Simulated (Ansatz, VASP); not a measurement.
Given: the input of a run of Ansatz 0.2.0 on Ca.

The input input.yaml:

```yaml
crystal:
  lattice:
    - [-2.24, 2.24, 2.24]
    - [2.24, -2.24, 2.24]
    - [2.24, 2.24, -2.24]
  atoms:
    - { symbol: Ca, position: [0.0, 0.0, 0.0] }
kpoints:
  mp_grid: { grid: [8, 8, 8] }
scf:
  occupations: { method: fermi_dirac, width: 0.05 }
hamiltonian:
  xc: lda
  pseudopotentials: { kind: all_electron, lapw: { basis_error: 0.001 } }
output:
  forces: true
  stress: true
relax:
  f_tol: 0.01
  max_steps: 60
  cell: {}
```

Potentials or basis: all-electron LAPW, scalar-relativistic.

Run with:

```console
$ ansatz run input.yaml --threads 1 --pin off --max-ram 3072MiB --backend cpu --events-out ev --progress --plain --runs-dir out
```

Question: Translate it to VASP 6.6.1. Potentials there: VASP PAW LDA potentials, release 64 (Ca_sv).

Answer: As run (the cutoff follows the program's own potentials):

INCAR

```
SYSTEM = Ca
PREC = Accurate ; ENCUT = 600
EDIFF = 1E-7 ; ISMEAR = -1
SIGMA = 0.05 ; LREAL = .False.
LASPH = .True. ; NELM = 60
ALGO = Normal ; ISIF = 3
LWAVE = .False. ; LCHARG = .False.
IBRION = 2 ; NSW = 80
EDIFFG = -0.01
```

The input KPOINTS:

```
Automatic mesh
0
Gamma
  8 8 8
  0 0 0
```

The input POSCAR:

```
Ca
1.0
   -2.2400000000      2.2400000000      2.2400000000
    2.2400000000     -2.2400000000      2.2400000000
    2.2400000000      2.2400000000     -2.2400000000
Ca
1
Direct
    0.0000000000      0.0000000000      0.0000000000
```

Potentials or basis: VASP PAW LDA potentials, release 64 (Ca_sv).

Run with:

```bash
$ cat potpaw_LDA.64/Ca_sv/POTCAR > POTCAR
$ mpirun -np 1 vasp_std > vasp.out
```

Both were run:

|  | VASP | Ansatz | Ansatz less VASP |
| --- | --- | --- | --- |
| relaxed volume (Å³/atom) | 37.55 | 37.52 | -0.023 |
| relaxed cell length with the largest relative difference (Å) | 3.654 | 3.653 | -0.0007 |

LDA's correlation is that of Perdew and Zunger in VASP and of Perdew and Wang (1992) in Ansatz. Ansatz ran all-electron here, and VASP with PAW potentials.

Noted on VASP's run: the volume moved by over 15 % at a fixed basis, so the end points are rough. Noted on Ansatz's run: the volume moved by over 15 % at a fixed basis, so the end points are rough.
